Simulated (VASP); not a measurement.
# InGa3AsP (P-6m2) in VASP: notebook

The runs below take InGa3AsP through single point, with PBE.

Program: VASP 6.6.1. These are calculated values, not measurements. Logs are shortened: lines on timing, memory, paths and dates and some standing lists are left out, and cuts for length are marked.

## (1) The cell of the first run

Symmetry: P-6m2, No. 187, hexagonal system. The conventional cell has a = 5.382 Å, b = 5.382 Å, c = 5.055 Å, α = 90.00°, β = 90.00°, γ = 120.00°. Within 3.9 Å of In (site symmetry -6m2) lie 6 Ga at 2.99 Å and 3 P at 3.11 Å and 3 As at 3.11 Å. Within 3.5 Å of Ga (site symmetry mm2) lie 4 Ga at 2.62 to 2.76 Å and 2 P at 2.95 Å and 2 In at 2.99 Å. P (site symmetry -6m2) has 6 Ga at 2.95 Å and 3 In at 3.11 Å and 3 As at 3.11 Å within 3.9 Å. As (site symmetry -6m2) has 3 In at 3.11 Å and 3 P at 3.11 Å and 12 Ga at 3.69 Å within 4.1 Å.

The cell was generated, and may not be a known phase.

## (2) Single point, PBE

INCAR reads:

```
SYSTEM = InGa3AsP
PREC = Accurate
ENCUT = 520
EDIFF = 1E-7
ISMEAR = 0
SIGMA = 0.1
LREAL = .FALSE.
LASPH = .TRUE.
NELM = 80
ALGO = Normal
ISIF = 2
LWAVE = .FALSE.
LCHARG = .FALSE.
GGA = PE
NBANDS = 40
```

KPOINTS reads:

```
regular mesh
0
G
  3 3 4
  0 0 0
```

POSCAR reads:

```
InGa3AsP
1.0
    5.3816619460     -0.0000000027      0.0000000000
   -2.6908309707      4.6606559611      0.0000000000
    0.0000000000      0.0000000000      5.0550898626
In Ga P As
1 3 1 1
Direct
    0.3333333333      0.6666666667      0.0000000000
    0.5042956373      0.0085912745      0.5000000000
    0.9914087255      0.4957043627      0.5000000000
    0.5042956373      0.4957043627      0.5000000000
    0.6666666667      0.3333333333      0.0000000000
    0.0000000000      0.0000000000      0.0000000000
```

Potentials or basis: VASP PAW PBE potentials, release 64 (In_d, Ga_d, P, As).

Command:

```bash
$ cat potpaw_PBE.64/In_d/POTCAR potpaw_PBE.64/Ga_d/POTCAR potpaw_PBE.64/P/POTCAR potpaw_PBE.64/As/POTCAR > POTCAR
$ mpirun -np 1 vasp_std > vasp.out
```

OUTCAR:

```text
SYSTEM = InGa3AsP
   PREC = Accurate
   ENCUT = 520
   EDIFF = 1E-7
   ISMEAR = 0
   LREAL = .FALSE.
   LASPH = .TRUE.
   NELM = 80
   ISIF = 2
   GGA = PE

 ion  position               nearest neighbor table
   1  0.333  0.667  0.000-   2 2.99   2 2.99   3 2.99   3 2.99   4 2.99   4 2.99   5 3.11   5 3.11
                             6 3.11   6 3.11   6 3.11   5 3.11
   2  0.504  0.009  0.500-   3 2.62   4 2.62   3 2.76   4 2.76   1 2.99   1 2.99
   3  0.991  0.496  0.500-   2 2.62   4 2.62   2 2.76   4 2.76   1 2.99   1 2.99
   4  0.504  0.496  0.500-   2 2.62   3 2.62   2 2.76   3 2.76   1 2.99   1 2.99
   5  0.667  0.333  0.000-   1 3.11   1 3.11   1 3.11
   6  0.000  0.000  0.000-   1 3.11   1 3.11   1 3.11

  LATTYP: Found a hexagonal cell.
 ALAT       =     5.3816619460
 C/A-ratio  =     0.9393176148

  Lattice vectors:

 A1 = (   5.3816619460,  -0.0000000027,   0.0000000000)
 A2 = (  -2.6908309707,   4.6606559611,   0.0000000000)
 A3 = (   0.0000000000,   0.0000000000,   5.0550898626)

Analysis of symmetry for initial positions (statically):
=====================================================================
 Subroutine PRICEL returns:
 Original cell was already a primitive cell.

 Routine SETGRP: Setting up the symmetry group for a
 hexagonal supercell.

 Subroutine GETGRP returns: Found 12 space group operations
 (whereof 12 operations were pure point group operations)
 out of a pool of 24 trial point group operations.

The static configuration has the point symmetry D_3h.

Analysis of symmetry for dynamics (positions and initial velocities):
=====================================================================
 Subroutine PRICEL returns:
 Original cell was already a primitive cell.

 Routine SETGRP: Setting up the symmetry group for a
 hexagonal supercell.

 Subroutine GETGRP returns: Found 12 space group operations
 (whereof 12 operations were pure point group operations)
 out of a pool of 24 trial point group operations.

The dynamic configuration has the point symmetry D_3h.

 Subroutine INISYM returns: Found 12 space group operations
 (whereof 12 operations are pure point group operations),
 and found     1 'primitive' translations

----------------------------------------------------------------------------------------

                                     Primitive cell

  volume of cell :     126.7921

  direct lattice vectors                    reciprocal lattice vectors
     5.381661946 -0.000000003  0.000000000     0.185816205  0.107281036  0.000000000
    -2.690830971  4.660655961  0.000000000     0.000000000  0.214562072  0.000000000
     0.000000000  0.000000000  5.055089863     0.000000000  0.000000000  0.197820420

  length of vectors
     5.381661946  5.381661946  5.055089863     0.214562072  0.214562072  0.197820420

  position of ions in fractional coordinates (direct lattice)
     0.333333333  0.666666667  0.000000000
     0.504295637  0.008591274  0.500000000
     0.991408726  0.495704363  0.500000000
     0.504295637  0.495704363  0.500000000
     0.666666667  0.333333333  0.000000000
     0.000000000  0.000000000  0.000000000

  ion indices of the primitive-cell ions
   primitive index   ion index
                 1           1
                 2           2
                 3           3
                 4           4
                 5           5
                 6           6

----------------------------------------------------------------------------------------

 KPOINTS: regular mesh

Automatic generation of k-mesh.
 Grid dimensions read from file:
 generate k-points for:    3    3    4

 Generating k-lattice:

  Cartesian coordinates                     Fractional coordinates (reciprocal lattice)
     0.061938735  0.035760345  0.000000000     0.333333333  0.000000000  0.000000000
     0.000000000  0.071520691  0.000000000     0.000000000  0.333333333  0.000000000
     0.000000000  0.000000000  0.049455105     0.000000000  0.000000000  0.250000000

  Length of vectors
     0.071520691  0.071520691  0.049455105

  Shift w.r.t. Gamma in fractional coordinates (k-lattice)
     0.000000000  0.000000000  0.000000000

 Subroutine IBZKPT returns following result:
 ===========================================

 Found      9 irreducible k-points:

 Following reciprocal coordinates:
            Coordinates               Weight
  0.000000  0.000000  0.000000      1.000000
  0.333333  0.000000  0.000000      6.000000
  0.333333  0.333333  0.000000      2.000000
  0.000000  0.000000  0.250000      2.000000
  0.333333  0.000000  0.250000     12.000000
  0.333333  0.333333  0.250000      4.000000
  0.000000  0.000000  0.500000      1.000000
  0.333333  0.000000  0.500000      6.000000
  0.333333  0.333333  0.500000      2.000000
   k-points           NKPTS =      9   k-points in BZ     NKDIM =      9   number of bands    NBANDS=     40
   number of dos      NEDOS =    301   number of ions     NIONS =      6
   total plane-waves  NPLWV =  64000
   dimension x,y,z NGX =    40 NGY =   40 NGZ =   40
   dimension x,y,z NGXF=    80 NGYF=   80 NGZF=   80
   ions per type =               1   3   1   1
   NGX,Y,Z   is equivalent  to a cutoff of  12.36, 12.36, 13.15 a.u.
   NGXF,Y,Z  is equivalent  to a cutoff of  24.71, 24.71, 26.31 a.u.
 SYSTEM =  InGa3AsP
   PREC   = accura    normal or accurate (medium, high low for compatibility)
   ISTART =      0    job   : 0-new  1-cont  2-samecut
   ICHARG =      2    charge: 1-file 2-atom 10-const
   ISPIN  =      1    spin polarized calculation?
   LNONCOLLINEAR =      F non collinear calculations
   LSORBIT =      F    spin-orbit coupling
   LASPH  =      T    aspherical Exc in radial PAW
   ENCUT  =  520.0 eV  38.22 Ry    6.18 a.u.  10.01 10.01  9.40*2*pi/ulx,y,z
   NELM   =     80;   NELMIN=  2; NELMDL= -5     # of ELM steps
   EDIFF  = 0.1E-06   stopping-criterion for ELM
   LREAL  =      F    real-space projection
   EDIFFG = 0.1E-05   stopping-criterion for IOM
   NSW    =      0    number of steps for IOM
   IBRION =     -1    ionic relax: 0-MD 1-quasi-New 2-CG
   NFREE  =      0    steps in history (QN), initial steepest desc. (CG)
   ISIF   =      2    stress and relaxation
   ISYM   =      2    0-nonsym 1-usesym 2-fastsym
   POTIM  = 0.5000    time-step for ionic-motion
   TEBEG  =    0.0;   TEEND  =   0.0 temperature during run
   PSTRESS=    0.0 pullay stress
   NELECT =      62.0000    total number of electrons
   NUPDOWN=      -1.0000    fix difference up-down
   EMIN   =  10.00;   EMAX   =-10.00  energy-range for DOS
   EFERMI =   0.00;   METHOD = LEGACY
   ISMEAR =     0;   SIGMA  =   0.10  broadening in eV -4-tet -1-fermi 0-gaus
   EFERMI_NEDOS =   21; number of points for ismear=-14 and -15
   IALGO  =     38    algorithm
   IMIX   =      4    mixing-type and parameters
     AMIX     =   0.40;   BMIX     =  1.00
     AMIX_MAG =   1.60;   BMIX_MAG =  1.00
  volume/ion in A,a.u.               =      21.13       142.61
  Fermi-wavevector in a.u.,A,eV,Ry     =   1.289757  2.437288 22.632931  1.663474
  Thomas-Fermi vector in A             =   2.421630
   LORBIT       =      0    0 simple, 1 ext, 2 COOP (PROOUT), +10 PAW based schemes
   GGA     = PE    functional components
   LHFCALC =     F    Hartree Fock is set to
   AEXX    =    0.0000 exact exchange contribution
   IVDW    =     0    specifies the selected vdW correction
   LEPSILON=     F    determine dielectric tensor
   LRPA    =     F    only Hartree local field effects (RPA)
 non-spin polarized calculation
 Gauss-broadening in eV      SIGMA  =   0.10
  energy-cutoff  :      520.00
  volume of cell :      126.79
 maximum number of plane-waves:      3450
   NGX = 21   NGY = 21   NGZ = 19

 number of electron      62.0000025 magnetization

 Free energy of the ion-electron system (eV)
  ---------------------------------------------------
  ext. energy  EPLUGINS =         0.00000000
  ---------------------------------------------------
  free energy    TOTEN  =       -19.06520193 eV

  energy without entropy =      -19.02891278  energy(sigma->0) =      -19.04705736

 E-fermi :   5.6310     XC(G=0): -10.3942

 val. band max:        5.6142258389   @ k =   0.3333   0.0000   0.0000
 cond. band min:       5.6746771185   @ k =   0.3333   0.0000   0.0000
 fundamental gap:      0.0604512797
 Fermi energy:         5.6310433875

 k-point     1 :       0.0000    0.0000    0.0000
  band No.  band energies     occupation
      1      -9.8140      2.00000
      2      -9.6754      2.00000
      3      -9.6754      2.00000
      4      -9.6152      2.00000
      5      -9.5171      2.00000
      6      -9.4930      2.00000
[... 32 lines left out ...]
     39      10.5419      0.00000
     40      11.5864      0.00000

 k-point     2 :       0.3333    0.0000    0.0000
  band No.  band energies     occupation
      1      -9.7245      2.00000
      2      -9.6324      2.00000
      3      -9.5749      2.00000
      4      -9.5603      2.00000
      5      -9.4876      2.00000
      6      -9.4771      2.00000
[... 32 lines left out ...]
     39      10.5294      0.00000
     40      10.5480      0.00000

 k-point     3 :       0.3333    0.3333    0.0000
  band No.  band energies     occupation
      1      -9.6059      2.00000
      2      -9.6020      2.00000
      3      -9.5564      2.00000
      4      -9.5373      2.00000
      5      -9.4778      2.00000
      6      -9.4673      2.00000
[... 32 lines left out ...]
     39      10.8530      0.00000
     40      11.1771      0.00000

 k-point     4 :       0.0000    0.0000    0.2500
  band No.  band energies     occupation
      1      -9.8082      2.00000
      2      -9.6747      2.00000
      3      -9.6747      2.00000
      4      -9.6523      2.00000
      5      -9.5052      2.00000
      6      -9.4855      2.00000
[... 32 lines left out ...]
     39      11.6975      0.00000
     40      12.2129      0.00000
[... 127 lines left out ...]
     39      11.7683      0.00000
     40      14.0091      0.00000

 k-point     8 :       0.3333    0.0000    0.5000
  band No.  band energies     occupation
      1      -9.7164      2.00000
      2      -9.6305      2.00000
      3      -9.6250      2.00000
      4      -9.5609      2.00000
      5      -9.4779      2.00000
      6      -9.4753      2.00000
[... 32 lines left out ...]
     39      11.3850      0.00000
     40      11.6653      0.00000

 k-point     9 :       0.3333    0.3333    0.5000
  band No.  band energies     occupation
      1      -9.6111      2.00000
      2      -9.6016      2.00000
      3      -9.5481      2.00000
      4      -9.5446      2.00000
      5      -9.5260      2.00000
      6      -9.4681      2.00000
[... 32 lines left out ...]
     39      11.1574      0.00000
     40      11.4056      0.00000

------------------------ aborting loop because EDIFF is reached ----------------------------------------

  FORCE on cell =-STRESS in cart. coord.  units (eV):
  Direction    XX          YY          ZZ          XY          YZ          ZX
  --------------------------------------------------------------------------------------
  -------------------------------------------------------------------------------------
  Total        0.0580117      0.0580117      0.0534289     -0.0000000      0.0000000      0.0000000
  in kB        0.7330500      0.7330500      0.6751406     -0.0000000      0.0000000      0.0000000
  external PRESSURE =       0.7137469 kB  Pullay stress =       0.0000000 kB

 VOLUME and BASIS-vectors are now :
 -----------------------------------------------------------------------------
  energy-cutoff  :      520.00
  volume of cell :      126.79
      direct lattice vectors                 reciprocal lattice vectors
     5.381661946 -0.000000003  0.000000000     0.185816205  0.107281036  0.000000000
    -2.690830971  4.660655961  0.000000000     0.000000000  0.214562072  0.000000000
     0.000000000  0.000000000  5.055089863     0.000000000  0.000000000  0.197820420

 POSITION                                       TOTAL-FORCE (eV/Angst)
 -----------------------------------------------------------------------------------
      0.00000      3.10710      0.00000         0.000000      0.000000     -0.000000
      2.69083      0.04004      2.52754        -0.000000     -0.005302      0.000000
      4.00157      2.31031      2.52754         0.004591      0.002651     -0.000000
      1.38009      2.31031      2.52754        -0.004591      0.002651     -0.000000
      2.69083      1.55355      0.00000         0.000000      0.000000     -0.000000
      0.00000      0.00000      0.00000         0.000000      0.000000     -0.000000
 -----------------------------------------------------------------------------------
    total drift:                               -0.000005      0.000003     -0.000000

  FREE ENERGIE OF THE ION-ELECTRON SYSTEM (eV)
  ---------------------------------------------------
  free  energy   TOTEN  =       -19.0652019349 eV

  energy  without entropy=      -19.0289127848  energy(sigma->0) =      -19.04705736
```

Wall time 1.7 min (1 thread of Intel Xeon 8259CL, shared host); peak memory 0.27 GiB.

What came out:

- Free energy: -19.0652 eV
- Pressure: 0.1 GPa
- Largest force: 0.005 eV/Å
- Band gap on the k mesh: zero (bands 31 and 32 overlap by 1.22 eV)

Forces on the atoms (eV/Å):
```
In   0.000  0.000  0.000
Ga   0.000 -0.005  0.000
Ga   0.005  0.003  0.000
Ga  -0.005  0.003  0.000
P    0.000  0.000  0.000
As   0.000  0.000  0.000
```

Caveat: the k points lie up to 0.45 Å⁻¹ apart, too coarse for converged energies and pressures of a metal; spin-orbit coupling is left out, which moves the levels of the heavy elements.

## (3) Single point, PBE

This run uses another cell than the first one, of 21.67 Å³/atom.

INCAR reads:

```
PREC     = Accurate       # precision mode
ENCUT    = 520            # plane-wave cutoff, eV
EDIFF    = 1E-7           # SCF threshold, eV
ISMEAR   = 0              # smearing method
SIGMA    = 0.1            # smearing width, eV
LREAL    = F              # projectors in reciprocal space
LASPH    = T              # aspherical terms in the spheres
NELM     = 100            # most SCF steps
ALGO     = Normal         # electronic algorithm
ISIF     = 2              # what is computed and relaxed
LWAVE    = F              # write WAVECAR
LCHARG   = F              # write CHGCAR
GGA      = PE             # functional
NBANDS   = 40             # bands
```

KPOINTS reads:

```
Automatic mesh
0
Gamma
  3 3 4
```

POSCAR reads:

```
InGa3AsP
1.0
    5.8496265300      0.0000000000      0.0000000000
   -2.9248132600      5.0659251800      0.0000000000
    0.0000000000      0.0000000000      4.3878651200
In Ga P As
1 3 1 1
Direct
    0.3333333300      0.6666666700      0.0000000000
    0.5005080000      0.0010160000      0.5000000000
    0.9989840000      0.4994920000      0.5000000000
    0.5005080000      0.4994920000      0.5000000000
    0.6666666700      0.3333333300      0.0000000000
    0.0000000000      0.0000000000      0.0000000000
```

Potentials or basis: VASP PAW PBE potentials, release 64 (In_d, Ga_d, P, As).

Command:

```bash
$ cat potpaw_PBE.64/In_d/POTCAR potpaw_PBE.64/Ga_d/POTCAR potpaw_PBE.64/P/POTCAR potpaw_PBE.64/As/POTCAR > POTCAR
$ mpirun -np 1 vasp_std > vasp.out
```

Run time: 2 min. Hardware: 1 thread of Intel Xeon 8259CL, shared host; peak memory 0.3 GiB.

It converged, with:

* Free energy: -18.6618 eV
* Pressure: -0.2 GPa
* Largest force: 0.487 eV/Å
* Band gap on the k mesh: zero (bands 31 and 32 overlap by 2.48 eV)

Forces on the atoms (eV/Å):
```
In   0.000  0.000  0.000
Ga   0.000  0.487  0.000
Ga  -0.422 -0.244  0.000
Ga   0.422 -0.244  0.000
P    0.000  0.000  0.000
As   0.000  0.000  0.000
```

Stress tensor (GPa, compression positive):
```
-0.71  0.00  0.00
 0.00 -0.71  0.00
 0.00  0.00  0.72
```

Levels at points of the mesh, in eV from the Fermi level:
| k point | band 29 | band 30 | band 31 | band 32 | band 33 | band 34 |
| --- | --- | --- | --- | --- | --- | --- |
| (0.00, 0.00, 0.00) | -3.05 | 0.01 | 1.36 | 1.36 | 1.44 | 1.68 |
| (0.00, 0.00, 0.50) | -3.29 | -1.91 | -1.91 | -1.11 | -0.58 | -0.58 |

Caveat: the k points lie up to 0.41 Å⁻¹ apart, too coarse for converged energies and pressures of a metal; spin-orbit coupling is left out, which moves the levels of the heavy elements.

The gap in the log of VASP goes by the Fermi energy; the results here count the filled bands.